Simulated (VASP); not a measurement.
# Ge (I4/mmm) in VASP: notebook

Ge is run at these levels: PBE+D3(BJ); tasks: single point.

All numbers are computed with VASP 6.6.1; they aren't measurements. Logs are shortened: lines on timing, memory, paths and dates and some standing lists are left out, and cuts for length are marked.

## (1) The cell of the first run

The structure is tetragonal, space group I4/mmm (No. 139). The conventional cell has a = 2.968 Å, b = 2.968 Å, c = 4.323 Å, α = 90.00°, β = 90.00°, γ = 90.00°. Within 3.9 Å of Ge (site symmetry 4/mmm) lie 12 Ge at 2.97 to 3.01 Å.

## (2) Single point, PBE+D3(BJ) (strain +0.000 along x and y, +0.030 along z)

The input, INCAR:

```
  PREC = Accurate
  ENCUT = 520
  EDIFF = 1E-6
  ISMEAR = 0
  SIGMA = 0.15
  LREAL = F
  LASPH = T
  NELM = 100
  ALGO = Normal
  ISIF = 2
  LWAVE = F
  LCHARG = F
  GGA = PE
  IVDW = 12
  NBANDS = 13
```

The input, KPOINTS:

```
Automatic mesh
0
Gamma
  20 20 20
```

The input, POSCAR:

```
Ge
1.0
    0.0000000000      2.0983605250      2.1613113407
    2.0983605250      0.0000000000      2.1613113407
    2.0983605250      2.0983605250      0.0000000000
Ge
1
Direct
    0.0000000000      0.0000000000      0.0000000000
```

Potentials or basis: VASP PAW PBE potentials, release 64 (Ge_d).

The run is started by

```sh
$ cat potpaw_PBE.64/Ge_d/POTCAR > POTCAR
$ mpirun -np 1 vasp_std > vasp.out
```

OUTCAR:

```text
PREC = Accurate
   ENCUT = 520
   EDIFF = 1E-6
   ISMEAR = 0
   LREAL = F
   LASPH = T
   NELM = 100
   ISIF = 2
   GGA = PE
   IVDW = 12
 IVDW          = 12

 ion  position               nearest neighbor table
   1  0.000  0.000  0.000-

  LATTYP: Found a body centered tetragonal cell.
 ALAT       =     2.9675299132
 C/A-ratio  =     1.4566399692

  Lattice vectors:

 A1 = (  -2.0983605250,   0.0000000000,   2.1613113407)
 A2 = (   2.0983605250,   0.0000000000,   2.1613113407)
 A3 = (   0.0000000000,   2.0983605250,  -2.1613113407)

Analysis of symmetry for initial positions (statically):
=====================================================================
 Subroutine PRICEL returns:
 Original cell was already a primitive cell.

 Routine SETGRP: Setting up the symmetry group for a
 body centered tetragonal supercell.

 Subroutine GETGRP returns: Found 16 space group operations
 (whereof 16 operations were pure point group operations)
 out of a pool of 16 trial point group operations.

The static configuration has the point symmetry D_4h.

Analysis of symmetry for dynamics (positions and initial velocities):
=====================================================================
 Subroutine PRICEL returns:
 Original cell was already a primitive cell.

 Routine SETGRP: Setting up the symmetry group for a
 body centered tetragonal supercell.

 Subroutine GETGRP returns: Found 16 space group operations
 (whereof 16 operations were pure point group operations)
 out of a pool of 16 trial point group operations.

The dynamic configuration has the point symmetry D_4h.

 Subroutine INISYM returns: Found 16 space group operations
 (whereof 16 operations are pure point group operations),
 and found     1 'primitive' translations

----------------------------------------------------------------------------------------

                                     Primitive cell

  volume of cell :      19.0330

  direct lattice vectors                    reciprocal lattice vectors
     0.000000000  2.098360525  2.161311341    -0.238281265  0.238281265  0.231341034
     2.098360525  0.000000000  2.161311341     0.238281265 -0.238281265  0.231341034
     2.098360525  2.098360525  0.000000000     0.238281265  0.238281265 -0.231341034

  length of vectors
     3.012371757  3.012371757  2.967529913     0.408747595  0.408747595  0.408747595

  position of ions in fractional coordinates (direct lattice)
     0.000000000  0.000000000  0.000000000

  ion indices of the primitive-cell ions
   primitive index   ion index
                 1           1

----------------------------------------------------------------------------------------

 KPOINTS: Automatic mesh

Automatic generation of k-mesh.
 Grid dimensions read from file:
 generate k-points for:   20   20   20

 Generating k-lattice:

  Cartesian coordinates                     Fractional coordinates (reciprocal lattice)
    -0.011914063  0.011914063  0.011567052     0.050000000 -0.000000000  0.000000000
     0.011914063 -0.011914063  0.011567052    -0.000000000  0.050000000  0.000000000
     0.011914063  0.011914063 -0.011567052     0.000000000  0.000000000  0.050000000

  Length of vectors
     0.020437380  0.020437380  0.020437380

  Shift w.r.t. Gamma in fractional coordinates (k-lattice)
     0.000000000  0.000000000  0.000000000

 Subroutine IBZKPT returns following result:
 ===========================================

 Found    641 irreducible k-points:

 Following reciprocal coordinates:
            Coordinates               Weight
  0.000000  0.000000  0.000000      1.000000
  0.050000  0.000000  0.000000      8.000000
  0.100000  0.000000  0.000000      8.000000
  0.150000  0.000000  0.000000      8.000000
  0.200000  0.000000  0.000000      8.000000
  0.250000  0.000000  0.000000      8.000000
[... 16 lines left out ...]
 -0.400000  0.050000  0.000000      8.000000
 -0.350000  0.050000  0.000000      8.000000
 [... further k-points ...]
   k-points           NKPTS =    641   k-points in BZ     NKDIM =    641   number of bands    NBANDS=     13
   number of dos      NEDOS =    301   number of ions     NIONS =      1
   total plane-waves  NPLWV =  13824
   dimension x,y,z NGX =    24 NGY =   24 NGZ =   24
   dimension x,y,z NGXF=    48 NGYF=   48 NGZF=   48
   ions per type =               1
   NGX,Y,Z   is equivalent  to a cutoff of  13.25, 13.25, 13.45 a.u.
   NGXF,Y,Z  is equivalent  to a cutoff of  26.49, 26.49, 26.89 a.u.
 SYSTEM =  unknown system
   PREC   = accura    normal or accurate (medium, high low for compatibility)
   ISTART =      0    job   : 0-new  1-cont  2-samecut
   ICHARG =      2    charge: 1-file 2-atom 10-const
   ISPIN  =      1    spin polarized calculation?
   LNONCOLLINEAR =      F non collinear calculations
   LSORBIT =      F    spin-orbit coupling
   LASPH  =      T    aspherical Exc in radial PAW
   ENCUT  =  520.0 eV  38.22 Ry    6.18 a.u.   5.60  5.60  5.52*2*pi/ulx,y,z
   NELM   =    100;   NELMIN=  2; NELMDL= -5     # of ELM steps
   EDIFF  = 0.1E-05   stopping-criterion for ELM
   LREAL  =      F    real-space projection
   EDIFFG = 0.1E-04   stopping-criterion for IOM
   NSW    =      0    number of steps for IOM
   IBRION =     -1    ionic relax: 0-MD 1-quasi-New 2-CG
   NFREE  =      0    steps in history (QN), initial steepest desc. (CG)
   ISIF   =      2    stress and relaxation
   ISYM   =      2    0-nonsym 1-usesym 2-fastsym
   POTIM  = 0.5000    time-step for ionic-motion
   TEBEG  =    0.0;   TEEND  =   0.0 temperature during run
   PSTRESS=    0.0 pullay stress
   NELECT =      14.0000    total number of electrons
   NUPDOWN=      -1.0000    fix difference up-down
   EMIN   =  10.00;   EMAX   =-10.00  energy-range for DOS
   EFERMI =   0.00;   METHOD = LEGACY
   ISMEAR =     0;   SIGMA  =   0.15  broadening in eV -4-tet -1-fermi 0-gaus
   EFERMI_NEDOS =   21; number of points for ismear=-14 and -15
   IALGO  =     38    algorithm
   IMIX   =      4    mixing-type and parameters
     AMIX     =   0.40;   BMIX     =  1.00
     AMIX_MAG =   1.60;   BMIX_MAG =  1.00
  volume/ion in A,a.u.               =      19.03       128.44
  Fermi-wavevector in a.u.,A,eV,Ry     =   1.477798  2.792633 29.713575  2.183886
  Thomas-Fermi vector in A             =   2.592158
   LORBIT       =      0    0 simple, 1 ext, 2 COOP (PROOUT), +10 PAW based schemes
   GGA     = PE    functional components
   LHFCALC =     F    Hartree Fock is set to
   AEXX    =    0.0000 exact exchange contribution
   IVDW    =    12    specifies the selected vdW correction
   LEPSILON=     F    determine dielectric tensor
   LRPA    =     F    only Hartree local field effects (RPA)
 non-spin polarized calculation
 Gauss-broadening in eV      SIGMA  =   0.15
  energy-cutoff  :      520.00
  volume of cell :       19.03
 maximum number of plane-waves:       540
   NGX = 11   NGY = 11   NGZ = 11

 number of electron      14.0000001 magnetization

 Free energy of the ion-electron system (eV)
  ---------------------------------------------------
  ext. energy  EPLUGINS =         0.00000000
  ---------------------------------------------------
  free energy    TOTEN  =        -4.18577144 eV

  energy without entropy =       -4.18002362  energy(sigma->0) =       -4.18289753

 E-fermi :   6.7764     XC(G=0): -11.2529

 val. band max:        6.7658849223   @ k =   0.3000   0.0000   0.0500
 cond. band min:       6.7918064099   @ k =  -0.3500   0.0000   0.2500
 fundamental gap:      0.0259214875
 Fermi energy:         6.7763768829

 k-point     1 :       0.0000    0.0000    0.0000
  band No.  band energies     occupation
      1     -18.0249      2.00000
      2     -18.0136      2.00000
      3     -18.0136      2.00000
      4     -17.9766      2.00000
      5     -17.9624      2.00000
      6      -6.3954      2.00000
      7      15.6140      0.00000
      8      15.6140      0.00000
      9      15.6264      0.00000
     10      20.5767      0.00000
     11      20.8149      0.00000
     12      20.8149      0.00000
     13      21.7696      0.00000

 k-point     2 :       0.0500    0.0000    0.0000
  band No.  band energies     occupation
      1     -18.0238      2.00000
      2     -18.0132      2.00000
      3     -18.0123      2.00000
      4     -17.9766      2.00000
      5     -17.9626      2.00000
      6      -6.3334      2.00000
      7      14.9580      0.00000
      8      15.5085      0.00000
      9      15.5277      0.00000
     10      20.1747      0.00000
     11      20.8374      0.00000
     12      20.9840      0.00000
     13      22.8696      0.00000

 k-point     3 :       0.1000    0.0000    0.0000
  band No.  band energies     occupation
      1     -18.0214      2.00000
      2     -18.0120      2.00000
      3     -18.0089      2.00000
      4     -17.9760      2.00000
      5     -17.9630      2.00000
      6      -6.1475      2.00000
      7      13.4318      0.00000
      8      15.2162      0.00000
      9      15.3041      0.00000
     10      19.6679      0.00000
     11      21.2828      0.00000
     12      21.4327      0.00000
     13      24.0456      0.00000
[... 305 lines left out ...]
 k-point    23 :      -0.4000    0.0500    0.0000
  band No.  band energies     occupation
      1     -18.0188      2.00000
      2     -18.0170      2.00000
      3     -18.0049      2.00000
      4     -17.9323      2.00000
      5     -17.9248      2.00000
      6      -2.1461      2.00000
      7       2.6415      2.00000
      8      12.5255      0.00000
      9      14.0257      0.00000
     10      18.8787      0.00000
     11      19.4353      0.00000
     12      19.9560      0.00000
     13      21.7255      0.00000

 k-point    24 :      -0.3500    0.0500    0.0000
  band No.  band energies     occupation
      1     -18.0184      2.00000
      2     -18.0147      2.00000
      3     -18.0030      2.00000
      4     -17.9400      2.00000
      5     -17.9309      2.00000
      6      -3.0340      2.00000
      7       4.0481      2.00000
      8      12.5663      0.00000
      9      14.2813      0.00000
     10      18.9954      0.00000
     11      19.8311      0.00000
     12      20.1707      0.00000
     13      22.1006      0.00000

 [... further k-points ...]

------------------------ aborting loop because EDIFF is reached ----------------------------------------

 Edisp (eV)   -0.34711

 E8    (eV) :    -0.1532

  FORCE on cell =-STRESS in cart. coord.  units (eV):
  Direction    XX          YY          ZZ          XY          YZ          ZX
  --------------------------------------------------------------------------------------
  -------------------------------------------------------------------------------------
  Total      -0.18051    -0.18051    -0.06454     0.00000     0.00000    -0.00000
  in kB     -15.19544   -15.19544    -5.43273     0.00000     0.00000    -0.00000
  external pressure =      -11.94 kB  Pullay stress =        0.00 kB

 VOLUME and BASIS-vectors are now :
 -----------------------------------------------------------------------------
  energy-cutoff  :      520.00
  volume of cell :       19.03
      direct lattice vectors                 reciprocal lattice vectors
     0.000000000  2.098360525  2.161311341    -0.238281265  0.238281265  0.231341034
     2.098360525  0.000000000  2.161311341     0.238281265 -0.238281265  0.231341034
     2.098360525  2.098360525  0.000000000     0.238281265  0.238281265 -0.231341034

 POSITION                                       TOTAL-FORCE (eV/Angst)
 -----------------------------------------------------------------------------------
      0.00000      0.00000      0.00000         0.000000     -0.000000      0.000000
 -----------------------------------------------------------------------------------
    total drift:                               -0.000000      0.000000     -0.000000

  FREE ENERGIE OF THE ION-ELECTRON SYSTEM (eV)
  ---------------------------------------------------
  free  energy   TOTEN  =        -4.5328777421 eV

  energy  without entropy=       -4.5271299175  energy(sigma->0) =       -4.53000383
```

Wall time 47 s (1 thread of Intel Xeon 6975P-C, shared host); peak memory 0.27 GiB.

Results:

- Free energy: -4.5329 eV
- Pressure: -1.2 GPa
- Band gap on the k mesh: zero (band 7 reaches 15.61 eV, above the bottom of band 8 at 4.18 eV)
- Dispersion energy per atom: -0.347 eV

Levels at points of the mesh, in eV from the Fermi level:
```csv
k point,band 3,band 4,band 5,band 6,band 7,band 8,band 9,band 10,band 11,band 12
"(0.00, 0.00, 0.00)",-24.79,-24.75,-24.74,-13.17,8.84,8.84,8.85,13.80,14.04,14.04
"(0.50, 0.00, 0.00)",-24.78,-24.70,-24.70,-7.94,-5.55,6.47,7.08,11.72,12.65,12.95
"(0.50, 0.50, 0.00)",-24.70,-24.69,-24.69,-5.99,-4.51,2.88,2.88,6.71,6.88,28.15
"(0.50, 0.00, 0.50)",-24.70,-24.69,-24.68,-5.46,-4.19,2.29,2.55,6.16,6.53,26.92
```

Caveat: the cell differs from its parent crystal (strain +0.000 along x and y, +0.030 along z); pairwise dispersion overbinds metals, which lowers pressure and volume.

## (3) Single point, PBE+D3(BJ) (strain +0.030 along x and y, +0.000 along z)

The input, INCAR:

```
SYSTEM = Ge
  ALGO = Normal
  EDIFF = 1E-6
  ENCUT = 520
  GGA = PE
  ISIF = 2
  ISMEAR = 0
  IVDW = 12
  LASPH = .True.
  LCHARG = .True.
  LELF = .True.
  LREAL = .False.
  LVHAR = .True.
  LWAVE = .False.
  NBANDS = 13
  NELM = 100
  PREC = Accurate
  SIGMA = 0.15
```

The input, KPOINTS:

```
k-points
0
Gamma
  20 20 20
  0 0 0
```

The input, POSCAR:

```
Ge
1.0
    0.0000000000      2.1613113407      2.0983605250
    2.1613113407      0.0000000000      2.0983605250
    2.1613113407      2.1613113407      0.0000000000
Ge
1
Direct
    0.0000000000      0.0000000000      0.0000000000
```

Potentials or basis: VASP PAW PBE potentials, release 64 (Ge_d).

The run is started by

```sh
$ cat potpaw_PBE.64/Ge_d/POTCAR > POTCAR
$ mpirun -np 1 vasp_std > vasp.out
```

It took 51 s on 1 thread of Intel Xeon 6975P-C, shared host; peak memory 0.27 GiB.

Results (log left out):

| Item | Value |
| --- | --- |
| Free energy | -4.5258 eV |
| Pressure | -2.8 GPa |
| Band gap on the k mesh | zero (band 7 reaches 15.00 eV, above the bottom of band 8 at 4.04 eV) |
| Dispersion energy per atom | -0.337 eV |

Stress tensor (GPa, compression positive):
```
-2.58  0.00  0.00
 0.00 -2.58  0.00
 0.00  0.00 -3.24
```

Levels at points of the mesh, in eV from the Fermi level:
| k point | band 5 | band 6 | band 7 | band 8 | band 9 | band 10 |
| --- | --- | --- | --- | --- | --- | --- |
| (0.00, 0.00, 0.00) | -24.74 | -12.93 | 8.54 | 8.57 | 8.57 | 13.69 |
| (0.50, 0.00, 0.00) | -24.70 | -7.88 | -5.38 | 6.30 | 6.83 | 11.58 |
| (0.50, 0.50, 0.00) | -24.69 | -5.34 | -3.95 | 2.22 | 2.22 | 5.90 |
| (0.50, 0.00, 0.50) | -24.68 | -5.85 | -4.27 | 2.55 | 2.79 | 6.42 |

Caveat: the cell differs from its parent crystal (strain +0.030 along x and y, +0.000 along z); pairwise dispersion overbinds metals, which lowers pressure and volume.
